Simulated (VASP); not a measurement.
# Sn (Fd-3m) in VASP: notebook

The runs below take Sn through single point, relaxation of cell and atoms, with r2SCAN.

Program: VASP 6.6.1. These are calculated values, not measurements. Logs are shortened: lines on timing, memory, paths and dates and some standing lists are left out, and cuts for length are marked.

### Step 1. The cell of the first run

The structure is cubic, space group Fd-3m (No. 227). The conventional cell has a = 6.568 Å, b = 6.568 Å, c = 6.568 Å, α = 90.00°, β = 90.00°, γ = 90.00°. Within 3.7 Å of Sn (site symmetry -43m) lie 4 Sn at 2.84 Å.

This isn't the form of Sn at room conditions, which is tetragonal (white tin).

### Step 2. Single point, r2SCAN

Contents of POSCAR:

```
Sn
1.0
    0.0000000000      3.2840245319      3.2840245319
    3.2840245319      0.0000000000      3.2840245319
    3.2840245319      3.2840245319      0.0000000000
Sn
2
Direct
    0.0000000000      0.0000000000      0.0000000000
    0.2500000000      0.2500000000      0.2500000000
```

Contents of INCAR.step1:

```
ALGO     = Normal         # electronic algorithm
EDIFF    = 1E-4           # SCF threshold, eV
ENCUT    = 520            # plane-wave cutoff, eV
GGA      = PE             # functional
ISMEAR   = 1              # smearing method
LASPH    = True           # aspherical terms in the spheres
LCHARG   = False          # write CHGCAR
LREAL    = False          # projectors in reciprocal space
LWAVE    = True           # write WAVECAR
NBANDS   = 21             # bands
NELM     = 60             # most SCF steps
PREC     = Accurate       # precision mode
SIGMA    = 0.02           # smearing width, eV
```

Contents of INCAR.step2:

```
ALGO     = Normal         # electronic algorithm
EDIFF    = 1E-7           # SCF threshold, eV
ENCUT    = 520            # plane-wave cutoff, eV
ISIF     = 2              # what is computed and relaxed
ISMEAR   = 1              # smearing method
ISTART   = 1            
LASPH    = True           # aspherical terms in the spheres
LCHARG   = True           # write CHGCAR
LELF     = True           # ELF
LMIXTAU  = True         
LREAL    = False          # projectors in reciprocal space
LVHAR    = True         
LWAVE    = False          # write WAVECAR
METAGGA  = R2SCAN         # meta-GGA
NBANDS   = 21             # bands
NELM     = 60             # most SCF steps
PREC     = Accurate       # precision mode
SIGMA    = 0.02           # smearing width, eV
```

Contents of KPOINTS:

```
k-points
0
Gamma
  6 6 6
```

Potentials or basis: VASP PAW PBE potentials, release 64 (Sn_d).

Launch:

```
$ cat potpaw_PBE.64/Sn_d/POTCAR > POTCAR
$ cp INCAR.step1 INCAR
$ mpirun -np 1 vasp_std > vasp.out
$ cp INCAR.step2 INCAR
$ mpirun -np 1 vasp_std > vasp.out
```

OUTCAR:

```text
EDIFF = 1E-7
   ENCUT = 520
   ISIF = 2
   ISMEAR = 1
   ISTART = 1
   LASPH = True
   LREAL = False
   METAGGA = R2SCAN
   NELM = 60
   PREC = Accurate

 ion  position               nearest neighbor table
   1  0.000  0.000  0.000-   2 2.84   2 2.84   2 2.84   2 2.84
   2  0.250  0.250  0.250-   1 2.84   1 2.84   1 2.84   1 2.84

  LATTYP: Found a face centered cubic cell.
 ALAT       =     6.5680490638

  Lattice vectors:

 A1 = (   0.0000000000,   3.2840245319,   3.2840245319)
 A2 = (   3.2840245319,   0.0000000000,   3.2840245319)
 A3 = (   3.2840245319,   3.2840245319,   0.0000000000)

Analysis of symmetry for initial positions (statically):
=====================================================================
 Subroutine PRICEL returns:
 Original cell was already a primitive cell.

 Routine SETGRP: Setting up the symmetry group for a
 face centered cubic supercell.

 Subroutine GETGRP returns: Found 48 space group operations
 (whereof 24 operations were pure point group operations)
 out of a pool of 48 trial point group operations.

The static configuration has the point symmetry T_d .
 The point group associated with its full space group is O_h .

Analysis of symmetry for dynamics (positions and initial velocities):
=====================================================================
 Subroutine PRICEL returns:
 Original cell was already a primitive cell.

 Routine SETGRP: Setting up the symmetry group for a
 face centered cubic supercell.

 Subroutine GETGRP returns: Found 48 space group operations
 (whereof 24 operations were pure point group operations)
 out of a pool of 48 trial point group operations.

The dynamic configuration has the point symmetry T_d .
 The point group associated with its full space group is O_h .

 Subroutine INISYM returns: Found 48 space group operations
 (whereof 24 operations are pure point group operations),
 and found     1 'primitive' translations

----------------------------------------------------------------------------------------

                                     Primitive cell

  volume of cell :      70.8352

  direct lattice vectors                    reciprocal lattice vectors
     0.000000000  3.284024532  3.284024532    -0.152252212  0.152252212  0.152252212
[... 71 lines left out ...]
   ISPIN  =      1    spin polarized calculation?
   LNONCOLLINEAR =      F non collinear calculations
   LSORBIT =      F    spin-orbit coupling
   LASPH  =      T    aspherical Exc in radial PAW
   ENCUT  =  520.0 eV  38.22 Ry    6.18 a.u.   8.64  8.64  8.64*2*pi/ulx,y,z
   NELM   =     60;   NELMIN=  2; NELMDL=  0     # of ELM steps
   EDIFF  = 0.1E-06   stopping-criterion for ELM
   LREAL  =      F    real-space projection
   EDIFFG = 0.1E-05   stopping-criterion for IOM
   NSW    =      0    number of steps for IOM
   IBRION =     -1    ionic relax: 0-MD 1-quasi-New 2-CG
   NFREE  =      0    steps in history (QN), initial steepest desc. (CG)
   ISIF   =      2    stress and relaxation
   ISYM   =      2    0-nonsym 1-usesym 2-fastsym
   POTIM  = 0.5000    time-step for ionic-motion
   TEBEG  =    0.0;   TEEND  =   0.0 temperature during run
   PSTRESS=    0.0 pullay stress
   NELECT =      28.0000    total number of electrons
   NUPDOWN=      -1.0000    fix difference up-down
   EMIN   =  10.00;   EMAX   =-10.00  energy-range for DOS
   EFERMI =   0.00;   METHOD = LEGACY
   ISMEAR =     1;   SIGMA  =   0.02  broadening in eV -4-tet -1-fermi 0-gaus
   EFERMI_NEDOS =   21; number of points for ismear=-14 and -15
   IALGO  =     38    algorithm
   IMIX   =      4    mixing-type and parameters
     AMIX     =   0.40;   BMIX     =  1.00
     AMIX_MAG =   1.60;   BMIX_MAG =  1.00
  volume/ion in A,a.u.               =      35.42       239.01
  Fermi-wavevector in a.u.,A,eV,Ry     =   1.201465  2.270440 19.640256  1.443518
  Thomas-Fermi vector in A             =   2.337273
   LORBIT       =      0    0 simple, 1 ext, 2 COOP (PROOUT), +10 PAW based schemes
   METAGGA = R2SCAN    functional components
   LHFCALC =     F    Hartree Fock is set to
   AEXX    =    0.0000 exact exchange contribution
   IVDW    =     0    specifies the selected vdW correction
   LEPSILON=     F    determine dielectric tensor
   LRPA    =     F    only Hartree local field effects (RPA)
 non-spin polarized calculation
 Methfessel and Paxton  Order N= 1 SIGMA  =   0.02
  energy-cutoff  :      520.00
  volume of cell :       70.84
 maximum number of plane-waves:      1932
 NGX is ok and might be reduce to    36
   NGX = 17   NGY = 17   NGZ = 17

 number of electron      27.9999984 magnetization

 Free energy of the ion-electron system (eV)
  ---------------------------------------------------
  ext. energy  EPLUGINS =         0.00000000
  ---------------------------------------------------
  free energy    TOTEN  =       -49.46285249 eV

  energy without entropy =      -49.46278463  energy(sigma->0) =      -49.46282987

 E-fermi :   5.2168     XC(G=0):  -9.4173

 val. band max:        5.2127766261   @ k =   0.0000   0.0000   0.0000
 cond. band min:       5.2698701359   @ k =   0.5000   0.0000   0.0000
 fundamental gap:      0.0570935098
 Fermi energy:         5.2168204613

 k-point     1 :       0.0000    0.0000    0.0000
  band No.  band energies     occupation
      1     -17.1230      2.00000
      2     -17.1230      2.00000
      3     -17.1230      2.00000
      4     -17.0616      2.00000
      5     -17.0616      2.00000
      6     -16.7670      2.00000
[... 373 lines left out ...]
     20      14.5011      0.00000
     21      15.7938      0.00000

------------------------ aborting loop because EDIFF is reached ----------------------------------------

  FORCE on cell =-STRESS in cart. coord.  units (eV):
  Direction    XX          YY          ZZ          XY          YZ          ZX
  --------------------------------------------------------------------------------------
  -------------------------------------------------------------------------------------
  Total       -0.0120966     -0.0120966     -0.0120966      0.0000000      0.0000000      0.0000000
  in kB       -0.2736056     -0.2736056     -0.2736056      0.0000000      0.0000000      0.0000000
  external PRESSURE =      -0.2736056 kB  Pullay stress =       0.0000000 kB

 VOLUME and BASIS-vectors are now :
 -----------------------------------------------------------------------------
  energy-cutoff  :      520.00
  volume of cell :       70.84
      direct lattice vectors                 reciprocal lattice vectors
     0.000000000  3.284024532  3.284024532    -0.152252212  0.152252212  0.152252212
     3.284024532  0.000000000  3.284024532     0.152252212 -0.152252212  0.152252212
     3.284024532  3.284024532  0.000000000     0.152252212  0.152252212 -0.152252212

 POSITION                                       TOTAL-FORCE (eV/Angst)
 -----------------------------------------------------------------------------------
      0.00000      0.00000      0.00000         0.000000      0.000000      0.000000
      1.64201      1.64201      1.64201        -0.000000     -0.000000     -0.000000
 -----------------------------------------------------------------------------------
    total drift:                                0.000000      0.000000     -0.000000

  FREE ENERGIE OF THE ION-ELECTRON SYSTEM (eV)
  ---------------------------------------------------
  free  energy   TOTEN  =       -49.4628524880 eV

  energy  without entropy=      -49.4627846345  energy(sigma->0) =      -49.46282987
```

Wall time 2.6 min (1 thread of Oxide Virtual Turin-like, shared host); peak memory 0.18 GiB.

What came out:

* Free energy: -49.4629 eV
* Pressure: 0.0 GPa
* Band gap on the k mesh: zero (filled and empty bands touch)

Levels at points of the mesh, in eV from the Fermi level:
| k point | band 10 | band 11 | band 12 | band 13 | band 14 | band 15 | band 16 | band 17 | band 18 | band 19 |
| --- | --- | --- | --- | --- | --- | --- | --- | --- | --- | --- |
| (0.00, 0.00, 0.00) | -21.97 | -10.89 | -0.63 | 0.00 | 0.00 | 0.00 | 2.21 | 2.21 | 2.21 | 5.35 |
| (0.50, 0.00, 0.00) | -21.93 | -9.25 | -6.46 | -1.22 | -1.22 | 0.05 | 3.34 | 3.34 | 5.95 | 8.74 |
| (0.50, 0.50, 0.00) | -21.91 | -7.74 | -7.74 | -2.57 | -2.57 | 0.94 | 0.94 | 7.91 | 7.91 | 9.56 |

Caveat: the PAW data sets were made with another functional, which shifts forces and pressure a little; spin-orbit coupling is left out, which moves the levels of the heavy elements.

### Step 3. Relaxation of cell and atoms, r2SCAN

This run uses another cell than the first one, of 33.80 Å³/atom.

Contents of POSCAR:

```
Sn
1.0
    0.0000000000      3.2333428000      3.2333428000
    3.2333428000      0.0000000000      3.2333428000
    3.2333428000      3.2333428000      0.0000000000
Sn
2
Direct
    0.0000000000      0.0000000000      0.0000000000
    0.2500000000      0.2500000000      0.2500000000
```

Contents of INCAR.step1:

```
PREC     = Accurate       # precision mode
ENCUT    = 600            # plane-wave cutoff, eV
ISMEAR   = 1              # smearing method
SIGMA    = 0.02           # smearing width, eV
LREAL    = False          # projectors in reciprocal space
LASPH    = True           # aspherical terms in the spheres
NELM     = 80             # most SCF steps
GGA      = PE             # functional
ALGO     = Normal         # electronic algorithm
EDIFF    = 1E-4           # SCF threshold, eV
LWAVE    = True           # write WAVECAR
LCHARG   = False          # write CHGCAR
```

Contents of INCAR.step2:

```
PREC     = Accurate       # precision mode
ENCUT    = 600            # plane-wave cutoff, eV
EDIFF    = 1E-6           # SCF threshold, eV
ISMEAR   = 1              # smearing method
SIGMA    = 0.02           # smearing width, eV
LREAL    = False          # projectors in reciprocal space
LASPH    = True           # aspherical terms in the spheres
NELM     = 80             # most SCF steps
ALGO     = Normal         # electronic algorithm
ISIF     = 3              # what is computed and relaxed
LWAVE    = False          # write WAVECAR
LCHARG   = False          # write CHGCAR
METAGGA  = R2SCAN         # meta-GGA
LMIXTAU  = True         
IBRION   = 2              # ionic algorithm
NSW      = 60             # ionic steps
EDIFFG   = -0.01          # ionic threshold
ISTART   = 1
```

Contents of KPOINTS:

```
Automatic mesh
0
Gamma
  6 6 6
```

Potentials or basis: VASP PAW PBE potentials, release 64 (Sn_d).

Launch:

```
$ cat potpaw_PBE.64/Sn_d/POTCAR > POTCAR
$ cp INCAR.step1 INCAR
$ mpirun -np 1 vasp_std > vasp.out
$ cp INCAR.step2 INCAR
$ mpirun -np 1 vasp_std > vasp.out
```

Run time: 5.7 min. Hardware: 1 thread of Oxide Virtual Turin-like, shared host; peak memory 0.22 GiB.

Results (log left out):

```yaml
Free_energy: -49.4642 eV
Relaxed_volume: 35.41 Å³/atom
Relaxed_cell: a = 4.644 Å, b = 4.644 Å, c = 4.644 Å, α = 60.00°, β = 60.00°, γ = 60.00°
Space_group_after_relaxing_to_0.1_Å: Fd-3m (No. 227)
Energy_gained_by_relaxing: 10.9 meV/atom
Ionic_steps: 3
Pressure_after_relaxing: 0.0 GPa
Band_gap_on_the_k_mesh: zero (filled and empty bands touch)
```

Step by step:
| step | energy change (eV) | largest force (eV/Å) | pressure (GPa) | volume (Å³) |
| --- | --- | --- | --- | --- |
| 1 | 0.0000 | 0.0000 | 2.28 | 67.61 |
| 2 | -0.0171 | 0.0000 | -0.90 | 72.43 |
| 3 | -0.0219 | 0.0000 | 0.00 | 70.82 |

Final structure:
```
CELL_PARAMETERS angstrom
0.00000 3.28378 3.28378
3.28378 0.00000 3.28378
3.28378 3.28378 0.00000
ATOMIC_POSITIONS crystal
Sn 0.00000 0.00000 0.00000
Sn 0.25000 0.25000 0.25000
```

Levels at points of the mesh, in eV from the Fermi level:
| k point | band 10 | band 11 | band 12 | band 13 | band 14 | band 15 | band 16 | band 17 | band 18 |
| --- | --- | --- | --- | --- | --- | --- | --- | --- | --- |
| (0.00, 0.00, 0.00) | -21.97 | -10.90 | -0.63 | 0.00 | 0.00 | 0.00 | 2.21 | 2.21 | 2.21 |
| (0.50, 0.00, 0.00) | -21.93 | -9.25 | -6.46 | -1.22 | -1.22 | 0.05 | 3.34 | 3.34 | 5.95 |
| (0.50, 0.50, 0.00) | -21.91 | -7.74 | -7.74 | -2.57 | -2.57 | 0.94 | 0.94 | 7.91 | 7.91 |

Caveat: the PAW data sets were made with another functional, which shifts forces and pressure a little; spin-orbit coupling is left out, which moves the levels of the heavy elements. Zero-point motion and thermal expansion aren't in these numbers.

The gap in the log of VASP goes by the Fermi energy; the results here count the filled bands.